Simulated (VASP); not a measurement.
# HfGa5Si (P4/mmm) in VASP: single point with PBE

Aim: the single point of HfGa5Si with PBE.

All numbers are computed with VASP 6.6.1; they aren't measurements. Logs are shortened: lines on timing, memory, paths and dates and some standing lists are left out, and cuts for length are marked.

**1. The cell of the first run**

The structure is tetragonal, space group P4/mmm (No. 123). The conventional cell has a = 4.220 Å, b = 4.220 Å, c = 6.702 Å, α = 90.00°, β = 90.00°, γ = 90.00°. Within 3.3 Å of Ga (site symmetry 2mm) lie 2 Si at 2.48 Å and 7 Ga at 2.62 to 2.98 Å and 2 Hf at 2.94 Å. Ga (site symmetry 4/mmm) has 8 Ga at 2.94 Å and 4 Hf at 2.98 Å within 3.9 Å. Hf (site symmetry 4/mmm) has 12 Ga at 2.94 to 2.98 Å and 2 Si at 3.35 Å within 3.9 Å. Within 3.4 Å of Si (site symmetry 4/mmm) lie 8 Ga at 2.48 Å and 2 Hf at 3.35 Å.

**2. Single point, PBE**

INCAR reads:

```
SYSTEM = HfGa5Si
PREC = Accurate
ENCUT = 520
EDIFF = 1E-6
ISMEAR = 1
SIGMA = 0.0264
LREAL = .FALSE.
LASPH = .TRUE.
NELM = 80
ALGO = Normal
ISIF = 2
LWAVE = .FALSE.
LCHARG = .FALSE.
GGA = PE
NBANDS = 48
```

KPOINTS reads:

```
regular mesh
0
G
  6 6 4
  0 0 0
```

POSCAR reads:

```
HfGa5Si
1.0
    4.2199640000      0.0000000000      0.0000000000
    0.0000000000      4.2199640000      0.0000000000
    0.0000000000      0.0000000000      6.7022950000
Ga Hf Si
5 1 1
Direct
    0.0000000000      0.5000000000      0.3048000000
    0.5000000000      0.0000000000      0.3048000000
    0.0000000000      0.5000000000      0.6952000000
    0.5000000000      0.0000000000      0.6952000000
    0.5000000000      0.5000000000      0.0000000000
    0.0000000000      0.0000000000      0.0000000000
    0.0000000000      0.0000000000      0.5000000000
```

Potentials or basis: VASP PAW PBE potentials, release 64 (Ga_d, Hf_pv, Si).

Started as:

```sh
$ cat potpaw_PBE.64/Ga_d/POTCAR potpaw_PBE.64/Hf_pv/POTCAR potpaw_PBE.64/Si/POTCAR > POTCAR
$ mpirun -np 1 vasp_std > vasp.out
```

OUTCAR:

```text
SYSTEM = HfGa5Si
   PREC = Accurate
   ENCUT = 520
   EDIFF = 1E-6
   ISMEAR = 1
   LREAL = .FALSE.
   LASPH = .TRUE.
   NELM = 80
   ISIF = 2
   GGA = PE

 ion  position               nearest neighbor table
   1  0.000  0.500  0.305-   7 2.48   7 2.48   3 2.62   6 2.94   6 2.94
   2  0.500  0.000  0.305-   7 2.48   7 2.48   4 2.62   6 2.94   6 2.94
   3  0.000  0.500  0.695-   7 2.48   7 2.48   1 2.62   6 2.94   6 2.94
   4  0.500  0.000  0.695-   7 2.48   7 2.48   2 2.62   6 2.94   6 2.94
   5  0.500  0.500  0.000-   6 2.98   6 2.98   6 2.98   6 2.98
   6  0.000  0.000  0.000-   1 2.94   2 2.94   3 2.94   4 2.94   1 2.94   3 2.94   2 2.94   4 2.94
                             5 2.98   5 2.98   5 2.98   5 2.98   7 3.35   7 3.35
   7  0.000  0.000  0.500-   1 2.48   2 2.48   3 2.48   4 2.48   1 2.48   3 2.48   2 2.48   4 2.48
                             6 3.35   6 3.35

  LATTYP: Found a simple tetragonal cell.
 ALAT       =     4.2199640000
 C/A-ratio  =     1.5882351129

  Lattice vectors:

 A1 = (   4.2199640000,   0.0000000000,   0.0000000000)
 A2 = (   0.0000000000,   4.2199640000,   0.0000000000)
 A3 = (   0.0000000000,   0.0000000000,   6.7022950000)

Analysis of symmetry for initial positions (statically):
=====================================================================
 Subroutine PRICEL returns:
 Original cell was already a primitive cell.

 Routine SETGRP: Setting up the symmetry group for a
 simple tetragonal supercell.

 Subroutine GETGRP returns: Found 16 space group operations
 (whereof 16 operations were pure point group operations)
 out of a pool of 16 trial point group operations.

The static configuration has the point symmetry D_4h.

Analysis of symmetry for dynamics (positions and initial velocities):
=====================================================================
 Subroutine PRICEL returns:
 Original cell was already a primitive cell.

 Routine SETGRP: Setting up the symmetry group for a
 simple tetragonal supercell.

 Subroutine GETGRP returns: Found 16 space group operations
 (whereof 16 operations were pure point group operations)
 out of a pool of 16 trial point group operations.

The dynamic configuration has the point symmetry D_4h.

 Subroutine INISYM returns: Found 16 space group operations
 (whereof 16 operations are pure point group operations),
 and found     1 'primitive' translations

----------------------------------------------------------------------------------------

                                     Primitive cell

  volume of cell :     119.3551

  direct lattice vectors                    reciprocal lattice vectors
     4.219964000  0.000000000  0.000000000     0.236968846  0.000000000  0.000000000
     0.000000000  4.219964000  0.000000000     0.000000000  0.236968846  0.000000000
     0.000000000  0.000000000  6.702295000     0.000000000  0.000000000  0.149202624

  length of vectors
     4.219964000  4.219964000  6.702295000     0.236968846  0.236968846  0.149202624

  position of ions in fractional coordinates (direct lattice)
     0.000000000  0.500000000  0.304800000
     0.500000000  0.000000000  0.304800000
     0.000000000  0.500000000  0.695200000
     0.500000000  0.000000000  0.695200000
     0.500000000  0.500000000  0.000000000
     0.000000000  0.000000000  0.000000000
     0.000000000  0.000000000  0.500000000

  ion indices of the primitive-cell ions
   primitive index   ion index
                 1           1
                 2           2
                 3           3
                 4           4
                 5           5
                 6           6
                 7           7

----------------------------------------------------------------------------------------

 KPOINTS: regular mesh

Automatic generation of k-mesh.
 Grid dimensions read from file:
 generate k-points for:    6    6    4

 Generating k-lattice:

  Cartesian coordinates                     Fractional coordinates (reciprocal lattice)
     0.039494808  0.000000000  0.000000000     0.166666667  0.000000000  0.000000000
     0.000000000  0.039494808  0.000000000     0.000000000  0.166666667  0.000000000
     0.000000000  0.000000000  0.037300656     0.000000000  0.000000000  0.250000000

  Length of vectors
     0.039494808  0.039494808  0.037300656

  Shift w.r.t. Gamma in fractional coordinates (k-lattice)
     0.000000000  0.000000000  0.000000000

 Subroutine IBZKPT returns following result:
 ===========================================

 Found     30 irreducible k-points:

 Following reciprocal coordinates:
            Coordinates               Weight
  0.000000  0.000000  0.000000      1.000000
  0.166667  0.000000  0.000000      4.000000
  0.333333  0.000000  0.000000      4.000000
  0.500000  0.000000  0.000000      2.000000
  0.166667  0.166667  0.000000      4.000000
  0.333333  0.166667  0.000000      8.000000
[... 16 lines left out ...]
  0.333333  0.000000  0.500000      4.000000
  0.500000  0.000000  0.500000      2.000000
 [... further k-points ...]
   k-points           NKPTS =     30   k-points in BZ     NKDIM =     30   number of bands    NBANDS=     48
   number of dos      NEDOS =    301   number of ions     NIONS =      7
   total plane-waves  NPLWV =  51200
   dimension x,y,z NGX =    32 NGY =   32 NGZ =   50
   dimension x,y,z NGXF=    64 NGYF=   64 NGZF=  100
   ions per type =               5   1   1
   NGX,Y,Z   is equivalent  to a cutoff of  12.61, 12.61, 12.40 a.u.
   NGXF,Y,Z  is equivalent  to a cutoff of  25.21, 25.21, 24.80 a.u.
 SYSTEM =  HfGa5Si
   PREC   = accura    normal or accurate (medium, high low for compatibility)
   ISTART =      0    job   : 0-new  1-cont  2-samecut
   ICHARG =      2    charge: 1-file 2-atom 10-const
   ISPIN  =      1    spin polarized calculation?
   LNONCOLLINEAR =      F non collinear calculations
   LSORBIT =      F    spin-orbit coupling
   LASPH  =      T    aspherical Exc in radial PAW
   ENCUT  =  520.0 eV  38.22 Ry    6.18 a.u.   7.85  7.85 12.46*2*pi/ulx,y,z
   NELM   =     80;   NELMIN=  2; NELMDL= -5     # of ELM steps
   EDIFF  = 0.1E-05   stopping-criterion for ELM
   LREAL  =      F    real-space projection
   EDIFFG = 0.1E-04   stopping-criterion for IOM
   NSW    =      0    number of steps for IOM
   IBRION =     -1    ionic relax: 0-MD 1-quasi-New 2-CG
   NFREE  =      0    steps in history (QN), initial steepest desc. (CG)
   ISIF   =      2    stress and relaxation
   ISYM   =      2    0-nonsym 1-usesym 2-fastsym
   POTIM  = 0.5000    time-step for ionic-motion
   TEBEG  =    0.0;   TEEND  =   0.0 temperature during run
   PSTRESS=    0.0 pullay stress
   NELECT =      79.0000    total number of electrons
   NUPDOWN=      -1.0000    fix difference up-down
   EMIN   =  10.00;   EMAX   =-10.00  energy-range for DOS
   EFERMI =   0.00;   METHOD = LEGACY
   ISMEAR =     1;   SIGMA  =   0.03  broadening in eV -4-tet -1-fermi 0-gaus
   EFERMI_NEDOS =   21; number of points for ismear=-14 and -15
   IALGO  =     38    algorithm
   IMIX   =      4    mixing-type and parameters
     AMIX     =   0.40;   BMIX     =  1.00
     AMIX_MAG =   1.60;   BMIX_MAG =  1.00
  volume/ion in A,a.u.               =      17.05       115.06
  Fermi-wavevector in a.u.,A,eV,Ry     =   1.426714  2.696098 27.694824  2.035512
  Thomas-Fermi vector in A             =   2.546961
   LORBIT       =      0    0 simple, 1 ext, 2 COOP (PROOUT), +10 PAW based schemes
   GGA     = PE    functional components
   LHFCALC =     F    Hartree Fock is set to
   AEXX    =    0.0000 exact exchange contribution
   IVDW    =     0    specifies the selected vdW correction
   LEPSILON=     F    determine dielectric tensor
   LRPA    =     F    only Hartree local field effects (RPA)
 non-spin polarized calculation
 Methfessel and Paxton  Order N= 1 SIGMA  =   0.03
  energy-cutoff  :      520.00
  volume of cell :      119.36
 maximum number of plane-waves:      3244
 NGX is ok and might be reduce to    32
   NGX = 15   NGY = 15   NGZ = 25

 number of electron      78.9999945 magnetization

 Free energy of the ion-electron system (eV)
  ---------------------------------------------------
  ext. energy  EPLUGINS =         0.00000000
  ---------------------------------------------------
  free energy    TOTEN  =       -29.20541461 eV

  energy without entropy =      -29.20543918  energy(sigma->0) =      -29.20542280

 E-fermi :   7.0916     XC(G=0): -11.4802

 val. band max:        7.0910815108   @ k =   0.3333   0.0000   0.0000
 cond. band min:       7.1113597446   @ k =   0.5000   0.1667   0.2500
 fundamental gap:      0.0202782339
 Fermi energy:         7.0916010280

 k-point     1 :       0.0000    0.0000    0.0000
  band No.  band energies     occupation
      1     -24.4587      2.00000
      2     -24.4587      2.00000
      3     -24.4458      2.00000
      4      -8.3312      2.00000
      5      -8.2843      2.00000
      6      -8.2584      2.00000
[... 40 lines left out ...]
     47      10.7027      0.00000
     48      11.4335      0.00000

 k-point     2 :       0.1667    0.0000    0.0000
  band No.  band energies     occupation
      1     -24.4648      2.00000
      2     -24.4584      2.00000
      3     -24.4452      2.00000
      4      -8.3102      2.00000
      5      -8.2742      2.00000
      6      -8.2382      2.00000
[... 40 lines left out ...]
     47      10.6921      0.00000
     48      10.8504      0.00000

 k-point     3 :       0.3333    0.0000    0.0000
  band No.  band energies     occupation
      1     -24.4768      2.00000
      2     -24.4578      2.00000
      3     -24.4440      2.00000
      4      -8.2787      2.00000
      5      -8.2505      2.00000
      6      -8.2084      2.00000
[... 1060 lines left out ...]
     47      10.5577      0.00000
     48      10.5986      0.00000

 k-point    24 :       0.5000    0.0000    0.5000
  band No.  band energies     occupation
      1     -24.4828      2.00000
      2     -24.4574      2.00000
      3     -24.4435      2.00000
      4      -8.2723      2.00000
      5      -8.2037      2.00000
      6      -8.2035      2.00000
[... 40 lines left out ...]
     47      10.7315      0.00000
     48      11.2385      0.00000

 [... further k-points ...]

------------------------ aborting loop because EDIFF is reached ----------------------------------------

  FORCE on cell =-STRESS in cart. coord.  units (eV):
  Direction    XX          YY          ZZ          XY          YZ          ZX
  --------------------------------------------------------------------------------------
  -------------------------------------------------------------------------------------
  Total        5.0765833      5.0765833      5.1103131      0.0000000      0.0000000     -0.0000000
  in kB       68.1461092     68.1461092     68.5988856      0.0000000      0.0000000     -0.0000000
  external PRESSURE =      68.2970347 kB  Pullay stress =       0.0000000 kB

 VOLUME and BASIS-vectors are now :
 -----------------------------------------------------------------------------
  energy-cutoff  :      520.00
  volume of cell :      119.36
      direct lattice vectors                 reciprocal lattice vectors
     4.219964000  0.000000000  0.000000000     0.236968846  0.000000000  0.000000000
     0.000000000  4.219964000  0.000000000     0.000000000  0.236968846  0.000000000
     0.000000000  0.000000000  6.702295000     0.000000000  0.000000000  0.149202624

 POSITION                                       TOTAL-FORCE (eV/Angst)
 -----------------------------------------------------------------------------------
      0.00000      2.10998      2.04286        -0.000000     -0.000000     -0.844221
      2.10998      0.00000      2.04286         0.000000      0.000000     -0.844221
      0.00000      2.10998      4.65944         0.000000     -0.000000      0.844221
      2.10998      0.00000      4.65944         0.000000      0.000000      0.844221
      2.10998      2.10998      0.00000         0.000000     -0.000000     -0.000000
      0.00000      0.00000      0.00000         0.000000     -0.000000     -0.000000
      0.00000      0.00000      3.35115         0.000000     -0.000000     -0.000000
 -----------------------------------------------------------------------------------
    total drift:                                0.000000     -0.000000      0.000000

  FREE ENERGIE OF THE ION-ELECTRON SYSTEM (eV)
  ---------------------------------------------------
  free  energy   TOTEN  =       -29.2054146141 eV

  energy  without entropy=      -29.2054391793  energy(sigma->0) =      -29.20542280
```

It took 2.1 min on 1 thread of Intel Xeon Platinum 8259CL at 2.50GHz (Skylake/Cascade Lake), shared host; peak memory 0.31 GiB.

Results:

* Free energy: -29.2054 eV
* Pressure: 6.8 GPa
* Largest force: 0.844 eV/Å
* Band gap on the k mesh: zero (an odd number of electrons rules out a gap without spin polarisation)

Forces on the atoms (eV/Å):
```
Ga   0.000  0.000 -0.844
Ga   0.000  0.000 -0.844
Ga   0.000  0.000  0.844
Ga   0.000  0.000  0.844
Ga   0.000  0.000  0.000
Hf   0.000  0.000  0.000
Si   0.000  0.000  0.000
```

Levels at points of the mesh, in eV from the Fermi level:
| k point | band 38 | band 39 | band 40 | band 41 | band 42 | band 43 |
| --- | --- | --- | --- | --- | --- | --- |
| (0.00, 0.00, 0.00) | -1.50 | -1.09 | -0.81 | -0.62 | 0.46 | 0.46 |
| (0.50, 0.00, 0.00) | -1.05 | 0.04 | 0.50 | 0.55 | 1.31 | 1.42 |
| (0.50, 0.50, 0.00) | -3.16 | -2.35 | -1.30 | 1.45 | 1.74 | 2.07 |
| (0.00, 0.00, 0.50) | -1.66 | -0.47 | 0.90 | 0.90 | 1.01 | 1.24 |
| (0.50, 0.00, 0.50) | -2.00 | -1.13 | 0.37 | 0.71 | 0.80 | 0.84 |
| (0.50, 0.50, 0.50) | -2.32 | 0.40 | 0.40 | 0.62 | 0.89 | 1.81 |

Caveat: the cell stands under pressure; spin-orbit coupling is left out, which moves the levels of the heavy elements.
